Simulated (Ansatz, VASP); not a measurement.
**One calculation of Pb, two programs**

Contents of INCAR:

```
  ALGO = Fast
  EDIFF = 1E-7
  ENCUT = 520
  GGA = PS
  ISIF = 2
  ISMEAR = 0
  LASPH = T
  LCHARG = F
  LREAL = F
  LWAVE = F
  NBANDS = 13
  NELM = 80
  PREC = Accurate
  SIGMA = 0.05
```

KPOINTS

```
k-points
0
Gamma
  16 16 16
```

The input POSCAR:

```
Pb
1.0
    0.0000000000      2.4650861886      2.4650861886
    2.4650861886      0.0000000000      2.4650861886
    2.4650861886      2.4650861886      0.0000000000
Pb
1
Direct
    0.0000000000      0.0000000000      0.0000000000
```

Input for Ansatz:

```yaml
crystal:
  lattice:
    - [0.0, 2.4650861886, 2.4650861886]
    - [2.4650861886, 0.0, 2.4650861886]
    - [2.4650861886, 2.4650861886, 0.0]
  atoms:
    - { symbol: Pb, position: [0.0, 0.0, 0.0] }
basis:
  ecutwfc: 420
  ecutrho_ratio: 4
kpoints:
  mp_grid: { grid: [16, 16, 16] }
hamiltonian:
  xc: pbesol
scf:
  occupations: { method: gaussian, width: 0.05 }
output:
  forces: true
  stress: true
  eigenvalues: true
```

Alike in both runs: task single point; functional PBEsol; k mesh 16 × 16 × 16; occupations gaussian, width 0.05 eV; no spin polarisation.

|  | VASP | Ansatz |
| --- | --- | --- |
| version | VASP 6.6.1 | Ansatz 0.2.0 |
| potentials or method | VASP PAW PBE potentials, release 64 (Pb_d), cutoff 520 eV | scalar-relativistic, plane waves, PAW |
| valence electrons in the cell | 14 | 14 |

```csv
,VASP,Ansatz,Ansatz less VASP
gap on the k mesh at the Fermi level (eV),none,none,-
pressure (GPa),-0.1,0.0,+0.06
```

VASP's potentials were made for PBE, not for PBEsol. A gap of «none» marks a metal or a gap that the smearing closes.

Spin-orbit coupling is off throughout.
